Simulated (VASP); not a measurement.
# AlN in VASP: notebook

AlN is run at these levels: r2SCAN, PBE; tasks: single point.

All numbers are computed with VASP 6.6.1; they aren't measurements. Logs are shortened: lines on timing, memory, paths and dates and some standing lists are left out, and cuts for length are marked.

## Step 1: The cell of the first run

The structure is orthorhombic, space group Cmc2_1 (No. 36). Conventional cell: a = 3.122 Å, b = 5.381 Å, c = 4.979 Å, α = 90.00°, β = 90.00°, γ = 90.00°. Al (site symmetry m) has 4 N at 1.89 to 1.90 Å within 2.5 Å. Within 2.5 Å of N (site symmetry m) lie 4 Al at 1.89 to 1.90 Å.

## Step 2: Single point, r2SCAN (uniaxial x strain +0.5%)

POSCAR

```
AlN
1.0
    3.1222272302      0.0000000000      0.0000000000
   -1.5611136151      2.6904757192      0.0000000000
    0.0000000000      0.0000000000      4.9785915475
Al N
2 2
Direct
    0.3331890905      0.6663781811     -0.0035069819
    0.6668109095      0.3336218189      0.4964930181
    0.3328760385      0.6657520770      0.3785069819
    0.6671239615      0.3342479230      0.8785069819
```

INCAR.step1

```
SYSTEM = AlN
  PREC = Accurate
  ENCUT = 520
  ISMEAR = 0
  SIGMA = 0.01
  LREAL = .FALSE.
  LASPH = .TRUE.
  NELM = 100
  NBANDS = 16
  GGA = PE
  ALGO = Normal
  EDIFF = 1E-4
  LWAVE = .TRUE.
  LCHARG = .FALSE.
```

INCAR.step2

```
SYSTEM = AlN
  PREC = Accurate
  ENCUT = 520
  EDIFF = 1E-6
  ISMEAR = 0
  SIGMA = 0.01
  LREAL = .FALSE.
  LASPH = .TRUE.
  NELM = 100
  ALGO = Normal
  ISIF = 2
  LWAVE = .FALSE.
  LCHARG = .TRUE.
  METAGGA = R2SCAN
  LMIXTAU = .TRUE.
  LELF = .TRUE.
  LVHAR = .TRUE.
  NBANDS = 16
  ISTART = 1
```

KPOINTS

```
Automatic mesh
0
G
  12 12 6
  0 0 0
```

Potentials or basis: VASP PAW PBE potentials, release 64 (Al, N).

Run with:

```bash
cat potpaw_PBE.64/Al/POTCAR potpaw_PBE.64/N/POTCAR > POTCAR
cp INCAR.step1 INCAR
mpirun -np 1 vasp_std > vasp.out
cp INCAR.step2 INCAR
mpirun -np 1 vasp_std > vasp.out
```

OUTCAR:

```text
SYSTEM = AlN
   PREC = Accurate
   ENCUT = 520
   EDIFF = 1E-6
   ISMEAR = 0
   LREAL = .FALSE.
   LASPH = .TRUE.
   NELM = 100
   ISIF = 2
   METAGGA = R2SCAN
   ISTART = 1

 ion  position               nearest neighbor table
   1  0.333  0.666  0.996-   4 1.89   4 1.89   4 1.89   3 1.90   2 3.07   2 3.07   2 3.07   2 3.07
                             2 3.07   2 3.07
   2  0.667  0.334  0.496-   3 1.89   3 1.89   3 1.89   4 1.90   1 3.07   1 3.07   1 3.07   1 3.07
                             1 3.07   1 3.07
   3  0.333  0.666  0.379-   2 1.89   2 1.89   2 1.89   1 1.90
   4  0.667  0.334  0.879-   1 1.89   1 1.89   1 1.89   2 1.90

  Warning from LATTYP: Monoclinic adjustment (A1->A3, A2->A1, A3->A2)!
  LATTYP: Found a base centered orthorhombic cell.
 ALAT       =     3.1222272302
 B/A-ratio  =     1.7234336394
 C/A-ratio  =     1.5945641302

  Lattice vectors:

 A1 = (   1.5611136151,  -2.6904757192,   0.0000000000)
 A2 = (   1.5611136151,   2.6904757192,   0.0000000000)
 A3 = (   0.0000000000,   0.0000000000,   4.9785915475)

Analysis of symmetry for initial positions (statically):
=====================================================================
 Subroutine PRICEL returns:
 Original cell was already a primitive cell.

 Routine SETGRP: Setting up the symmetry group for a
 base centered orthorhombic supercell.

 Subroutine GETGRP returns: Found  4 space group operations
 (whereof  2 operations were pure point group operations)
 out of a pool of  8 trial point group operations.

The static configuration has the point symmetry C_1h.
 The point group associated with its full space group is C_2v.

Analysis of symmetry for dynamics (positions and initial velocities):
=====================================================================
 Subroutine PRICEL returns:
 Original cell was already a primitive cell.

 Routine SETGRP: Setting up the symmetry group for a
 base centered orthorhombic supercell.

 Subroutine GETGRP returns: Found  4 space group operations
 (whereof  2 operations were pure point group operations)
 out of a pool of  8 trial point group operations.

The dynamic configuration has the point symmetry C_1h.
 The point group associated with its full space group is C_2v.

 Subroutine INISYM returns: Found  4 space group operations
 (whereof  2 operations are pure point group operations),
 and found     1 'primitive' translations

----------------------------------------------------------------------------------------

                                     Primitive cell

[... 98 lines left out ...]
   IBRION =     -1    ionic relax: 0-MD 1-quasi-New 2-CG
   NFREE  =      0    steps in history (QN), initial steepest desc. (CG)
   ISIF   =      2    stress and relaxation
   ISYM   =      2    0-nonsym 1-usesym 2-fastsym
   POTIM  = 0.5000    time-step for ionic-motion
   TEBEG  =    0.0;   TEEND  =   0.0 temperature during run
   PSTRESS=    0.0 pullay stress
   NELECT =      16.0000    total number of electrons
   NUPDOWN=      -1.0000    fix difference up-down
   EMIN   =  10.00;   EMAX   =-10.00  energy-range for DOS
   EFERMI =   0.00;   METHOD = LEGACY
   ISMEAR =     0;   SIGMA  =   0.01  broadening in eV -4-tet -1-fermi 0-gaus
   EFERMI_NEDOS =   21; number of points for ismear=-14 and -15
   IALGO  =     38    algorithm
   IMIX   =      4    mixing-type and parameters
     AMIX     =   0.40;   BMIX     =  1.00
     AMIX_MAG =   1.60;   BMIX_MAG =  1.00
  volume/ion in A,a.u.               =      10.46        70.56
  Fermi-wavevector in a.u.,A,eV,Ry     =   1.188452  2.245848 19.217100  1.412417
  Thomas-Fermi vector in A             =   2.324581
   LORBIT       =      0    0 simple, 1 ext, 2 COOP (PROOUT), +10 PAW based schemes
   METAGGA = R2SCAN    functional components
   LHFCALC =     F    Hartree Fock is set to
   AEXX    =    0.0000 exact exchange contribution
   IVDW    =     0    specifies the selected vdW correction
   LEPSILON=     F    determine dielectric tensor
   LRPA    =     F    only Hartree local field effects (RPA)
 non-spin polarized calculation
 Gauss-broadening in eV      SIGMA  =   0.01
  energy-cutoff  :      520.00
  volume of cell :       41.82
 maximum number of plane-waves:      1152
   NGX = 11   NGY = 11   NGZ = 19

 number of electron      15.9999998 magnetization

 Free energy of the ion-electron system (eV)
  ---------------------------------------------------
  ext. energy  EPLUGINS =         0.00000000
  ---------------------------------------------------
  free energy    TOTEN  =       -38.45515284 eV

  energy without entropy =      -38.45515284  energy(sigma->0) =      -38.45515284

 E-fermi :   5.9883     XC(G=0): -11.3940

 val. band max:        5.8857484537   @ k =   0.0000   0.0000   0.0000
 cond. band min:      10.7467695596   @ k =   0.0000   0.0000   0.0000
 fundamental gap:      4.8610211059
 Fermi energy:         5.9883091544

 k-point     1 :       0.0000    0.0000    0.0000
  band No.  band energies     occupation
      1     -10.0798      2.00000
      2      -7.9629      2.00000
      3      -0.1670      2.00000
      4       4.9529      2.00000
      5       4.9986      2.00000
      6       5.6264      2.00000
[... 433 lines left out ...]
      3       0.6290      2.00000
      4       1.8761      2.00000
      5       2.7483      2.00000
      6       2.8574      2.00000
[... 8 lines left out ...]
     15      19.7761      0.00000
     16      21.7102      0.00000

 [... further k-points ...]

------------------------ aborting loop because EDIFF is reached ----------------------------------------

  FORCE on cell =-STRESS in cart. coord.  units (eV):
  Direction    XX          YY          ZZ          XY          YZ          ZX
  --------------------------------------------------------------------------------------
  -------------------------------------------------------------------------------------
  Total       -0.6336987     -0.2811754     -0.2348334      0.0000000      0.0000000      0.0000000
  in kB      -24.2769044    -10.7717884     -8.9964341      0.0000000      0.0000000      0.0000000
  external PRESSURE =     -14.6817090 kB  Pullay stress =       0.0000000 kB

 VOLUME and BASIS-vectors are now :
 -----------------------------------------------------------------------------
  energy-cutoff  :      520.00
  volume of cell :       41.82
      direct lattice vectors                 reciprocal lattice vectors
     3.122227230  0.000000000  0.000000000     0.320284184  0.185840741  0.000000000
    -1.561113615  2.690475719  0.000000000     0.000000000  0.371681481  0.000000000
     0.000000000  0.000000000  4.978591547     0.000000000  0.000000000  0.200860020

 POSITION                                       TOTAL-FORCE (eV/Angst)
 -----------------------------------------------------------------------------------
     -0.00000      1.79287      4.96113         0.000000     -0.000390     -0.001165
      1.56111      0.89760      2.47184        -0.000000      0.000390     -0.001165
     -0.00000      1.79119      1.88443         0.000000     -0.000754      0.001165
      1.56111      0.89929      4.37373         0.000000      0.000754      0.001165
 -----------------------------------------------------------------------------------
    total drift:                               -0.000000     -0.000000     -0.015239

  FREE ENERGIE OF THE ION-ELECTRON SYSTEM (eV)
  ---------------------------------------------------
  free  energy   TOTEN  =       -38.4551528397 eV

  energy  without entropy=      -38.4551528397  energy(sigma->0) =      -38.45515284
```

OSZICAR.step1:

```text
N       E                     dE             d eps       ncg     rms          rms(c)
DAV:   1     0.405456217134E+02    0.40546E+02   -0.72990E+03  5512   0.894E+02
DAV:   2    -0.310880069321E+02   -0.71634E+02   -0.66155E+02  7752   0.187E+02
DAV:   3    -0.344944664711E+02   -0.34065E+01   -0.33978E+01  6736   0.422E+01
DAV:   4    -0.345152094785E+02   -0.20743E-01   -0.20742E-01  7032   0.371E+00
DAV:   5    -0.345154840621E+02   -0.27458E-03   -0.27458E-03  6824   0.431E-01    0.122E+01
DAV:   6    -0.297601413796E+02    0.47553E+01   -0.10665E+01  6616   0.237E+01    0.416E+00
DAV:   7    -0.297842317292E+02   -0.24090E-01   -0.67818E-01  5936   0.580E+00    0.295E+00
DAV:   8    -0.297770256973E+02    0.72060E-02   -0.60607E-02  6328   0.227E+00    0.600E-01
DAV:   9    -0.297719360910E+02    0.50896E-02   -0.12277E-02  7456   0.819E-01    0.248E-01
DAV:  10    -0.297725630436E+02   -0.62695E-03   -0.23027E-03  6008   0.302E-01    0.133E-01
DAV:  11    -0.297724796680E+02    0.83376E-04   -0.17823E-04  5080   0.103E-01
   1 F= -.29772480E+02 E0= -.29772480E+02  d E =-.965359E-26
```

Run time: 3.1 min. Hardware: 1 thread of AMD EPYC 9R45 (Zen 5), shared host; peak memory 0.2 GiB.

What came out:

```yaml
Free_energy: -38.4552 eV
Pressure: -1.5 GPa
Band_gap_on_the_k_mesh: 4.86 eV
```

Caveat: the cell differs from its parent crystal (uniaxial x strain +0.5%); the PAW data sets were made with another functional, which shifts forces and pressure a little. A k mesh can miss the band edges.

## Step 3: Single point, PBE (shear xy strain +5.0%)

INCAR

```
SYSTEM = AlN
PREC = Accurate
ENCUT = 520
EDIFF = 1E-6
ISMEAR = -1
SIGMA = 0.02
LREAL = .False.
LASPH = .True.
NELM = 100
ALGO = Normal
ISIF = 2
LWAVE = .False.
LCHARG = .True.
GGA = PE
LELF = .True.
LVHAR = .True.
NBANDS = 16
```

KPOINTS

```
regular mesh
0
Gamma
  12 12 6
  0 0 0
```

POSCAR

```
AlN
1.0
    3.1066937614      0.0776673441      0.0000000000
   -1.4860849878      2.6516420471      0.0000000000
    0.0000000000      0.0000000000      4.9785915475
Al N
2 2
Direct
    0.3308157425      0.6667427831     -0.0033166581
    0.6691842575      0.3332572169      0.4966833419
    0.3256371238      0.6673600995      0.3783166581
    0.6743628762      0.3326399005      0.8783166581
```

Potentials or basis: VASP PAW PBE potentials, release 64 (Al, N).

Run with:

```bash
cat potpaw_PBE.64/Al/POTCAR potpaw_PBE.64/N/POTCAR > POTCAR
mpirun -np 1 vasp_std > vasp.out
```

Run time: 79 s. Hardware: 1 thread of AMD EPYC 9R45 (Zen 5), shared host; peak memory 0.25 GiB.

Results (log left out):

```yaml
Free_energy: -29.7268 eV
Pressure: 4.4 GPa
Largest_force: 0.030 eV/Å
Band_gap_on_the_k_mesh: 4.22 eV
```

Forces on the atoms (eV/Å):
```
Al  -0.022  0.000 -0.006
Al   0.022  0.000 -0.006
N   -0.029  0.001  0.006
N    0.029 -0.001  0.006
```

Stress tensor (GPa, compression positive):
```
 4.09 -6.34  0.00
-6.34  5.02  0.00
 0.00  0.00  4.10
```

Levels at points of the mesh, in eV from the valence-band top:
| k point | band 6 | band 7 | band 8 | band 9 | band 10 | band 11 |
| --- | --- | --- | --- | --- | --- | --- |
| (0.00, 0.00, 0.00) | -0.36 | -0.03 | 0.00 | 4.22 | 6.62 | 10.54 |
| (0.50, 0.00, 0.00) | -1.89 | -1.73 | -0.42 | 5.99 | 6.23 | 8.50 |
| (0.00, 0.50, 0.00) | -2.08 | -1.77 | -0.68 | 5.82 | 5.84 | 8.23 |
| (0.50, 0.50, 0.00) | -2.41 | -1.66 | -0.94 | 5.47 | 5.62 | 7.92 |
| (0.00, 0.00, 0.50) | -0.73 | -0.34 | -0.34 | 6.47 | 6.47 | 10.24 |
| (0.50, 0.00, 0.50) | -1.37 | -1.14 | -1.14 | 5.38 | 5.38 | 9.50 |
| (0.00, 0.50, 0.50) | -1.47 | -1.34 | -1.34 | 5.31 | 5.31 | 9.29 |
| (0.50, 0.50, 0.50) | -1.76 | -1.36 | -1.36 | 5.25 | 5.25 | 9.12 |

Caveat: the cell differs from its parent crystal (shear xy strain +5.0%); the cell stands under pressure.

## Step 4: Single point, r2SCAN (shear xy strain +5.0%)

POSCAR is that of step 3.

INCAR.step1 is that of step 2.

INCAR.step2 is that of step 2.

KPOINTS

```
Automatic mesh
0
G
  12 12 6
  0 0 0
```

Potentials or basis: VASP PAW PBE potentials, release 64 (Al, N).

Run with:

```bash
cat potpaw_PBE.64/Al/POTCAR potpaw_PBE.64/N/POTCAR > POTCAR
cp INCAR.step1 INCAR
mpirun -np 1 vasp_std > vasp.out
cp INCAR.step2 INCAR
mpirun -np 1 vasp_std > vasp.out
```

OUTCAR:

```text
SYSTEM = AlN
   PREC = Accurate
   ENCUT = 520
   EDIFF = 1E-6
   ISMEAR = 0
   LREAL = .FALSE.
   LASPH = .TRUE.
   NELM = 100
   ISIF = 2
   METAGGA = R2SCAN
   ISTART = 1

 ion  position               nearest neighbor table
   1  0.331  0.667  0.997-   4 1.88   4 1.89   4 1.90   3 1.90   2 3.05   2 3.05   2 3.07   2 3.07
                             2 3.08   2 3.08
   2  0.669  0.333  0.497-   3 1.88   3 1.89   3 1.90   4 1.90   1 3.05   1 3.05   1 3.07   1 3.07
                             1 3.08   1 3.08
   3  0.326  0.667  0.378-   2 1.88   2 1.89   2 1.90   1 1.90
   4  0.674  0.333  0.878-   1 1.88   1 1.89   1 1.90   2 1.90
[... 664 lines left out ...]
  -------------------------------------------------------------------------------------
  Total       -0.2004704      0.0535488     -0.1514776     -1.7686331      0.0000000      0.0000000
  in kB       -7.7232178      2.0629946     -5.8357456    -68.1374424      0.0000000      0.0000000
  external PRESSURE =      -3.8319896 kB  Pullay stress =       0.0000000 kB

 VOLUME and BASIS-vectors are now :
 -----------------------------------------------------------------------------
  energy-cutoff  :      520.00
  volume of cell :       41.59
      direct lattice vectors                 reciprocal lattice vectors
     3.106693761  0.077667344  0.000000000     0.317437985  0.177904791  0.000000000
    -1.486084988  2.651642047  0.000000000    -0.009297848  0.371913927  0.000000000
     0.000000000  0.000000000  4.978591547     0.000000000  0.000000000  0.200860020

 POSITION                                       TOTAL-FORCE (eV/Angst)
 -----------------------------------------------------------------------------------
      0.03691      1.79366      4.96208        -0.001054      0.000466      0.000542
      1.58370      0.93565      2.47278         0.001054     -0.000466      0.000542
      0.01990      1.79489      1.88348        -0.003340      0.000644     -0.000542
      1.60071      0.93442      4.37278         0.003340     -0.000644     -0.000542
 -----------------------------------------------------------------------------------
    total drift:                               -0.000000     -0.000000     -0.016403

  FREE ENERGIE OF THE ION-ELECTRON SYSTEM (eV)
  ---------------------------------------------------
  free  energy   TOTEN  =       -38.4125995308 eV

  energy  without entropy=      -38.4125995308  energy(sigma->0) =      -38.41259953
```

OUTCAR.step1:

```text
SYSTEM = AlN
   PREC = Accurate
   ENCUT = 520
   ISMEAR = 0
   LREAL = .FALSE.
   LASPH = .TRUE.
   NELM = 100
[... 691 lines left out ...]
      1.58370      0.93565      2.47278         0.021630     -0.000279     -0.006268
      0.01990      1.79489      1.88348        -0.029693      0.000664      0.006268
      1.60071      0.93442      4.37278         0.029693     -0.000664      0.006268
 -----------------------------------------------------------------------------------
    total drift:                               -0.000000     -0.000000     -0.000443

  FREE ENERGIE OF THE ION-ELECTRON SYSTEM (eV)
  ---------------------------------------------------
  free  energy   TOTEN  =       -29.7268314826 eV

  energy  without entropy=      -29.7268314826  energy(sigma->0) =      -29.72683148
```

Run time: 5.8 min. Hardware: 1 thread of AMD EPYC 9R45 (Zen 5), shared host; peak memory 0.26 GiB.

Results:

* Free energy: -38.4126 eV
* Pressure: -0.4 GPa
* Largest force: 0.003 eV/Å
* Band gap on the k mesh: 4.90 eV

Forces on the atoms (eV/Å):
```
Al  -0.001  0.000  0.001
Al   0.001  0.000  0.001
N   -0.003  0.001 -0.001
N    0.003 -0.001 -0.001
```

Stress tensor (GPa, compression positive):
```
-0.77 -6.81  0.00
-6.81  0.21  0.00
 0.00  0.00 -0.58
```

Levels at points of the mesh, in eV from the valence-band top:
| k point | band 5 | band 6 | band 7 | band 8 | band 9 | band 10 | band 11 | band 12 |
| --- | --- | --- | --- | --- | --- | --- | --- | --- |
| (0.00, 0.00, 0.00) | -0.64 | -0.38 | -0.04 | 0.00 | 4.90 | 7.45 | 11.46 | 11.74 |
| (0.50, 0.00, 0.00) | -3.48 | -1.88 | -1.77 | -0.43 | 6.63 | 6.96 | 9.36 | 11.12 |
| (0.00, 0.50, 0.00) | -3.37 | -2.13 | -1.76 | -0.70 | 6.46 | 6.57 | 9.06 | 11.15 |
| (0.50, 0.50, 0.00) | -3.29 | -2.47 | -1.65 | -0.96 | 6.19 | 6.26 | 8.73 | 11.11 |
| (0.00, 0.00, 0.50) | -0.75 | -0.75 | -0.35 | -0.35 | 7.22 | 7.22 | 11.18 | 11.18 |
| (0.50, 0.00, 0.50) | -1.40 | -1.40 | -1.17 | -1.17 | 6.05 | 6.05 | 10.37 | 10.37 |
| (0.00, 0.50, 0.50) | -1.50 | -1.50 | -1.36 | -1.36 | 5.99 | 5.99 | 10.15 | 10.15 |
| (0.50, 0.50, 0.50) | -1.80 | -1.80 | -1.39 | -1.39 | 5.92 | 5.92 | 9.98 | 9.98 |

Caveat: the cell differs from its parent crystal (shear xy strain +5.0%); the PAW data sets were made with another functional, which shifts forces and pressure a little. A k mesh can miss the band edges.

## Step 5: The runs side by side

| level | cell | smearing | gap on the mesh (eV) | pressure (GPa) |
| --- | --- | --- | --- | --- |
| r2SCAN | a = 3.122, b = 3.111, c = 4.979 Å, angles 90.0, 90.0, 120.1°, 4 atoms, uniaxial x strain +0.5% | gaussian 0.01 eV | 4.86 | -1.5 |
| PBE | a = 3.108, b = 3.040, c = 4.979 Å, angles 90.0, 90.0, 117.8°, 4 atoms, shear xy strain +5.0% | fermi-dirac 0.02 eV | 4.22 | 4.4 |
| r2SCAN | a = 3.108, b = 3.040, c = 4.979 Å, angles 90.0, 90.0, 117.8°, 4 atoms, shear xy strain +5.0% | gaussian 0.01 eV | 4.90 | -0.4 |

Alike in all rows: task single point; potentials or basis VASP PAW PBE potentials, release 64 (Al, N); no spin polarisation; k mesh 12 × 12 × 6; cutoff (eV) 520.

Caveats: the PAW data sets were made with another functional, which shifts forces and pressure a little (at least some runs); the cell stands under pressure (at least some runs).

Absolute energies hang on the potentials; compare differences alone.
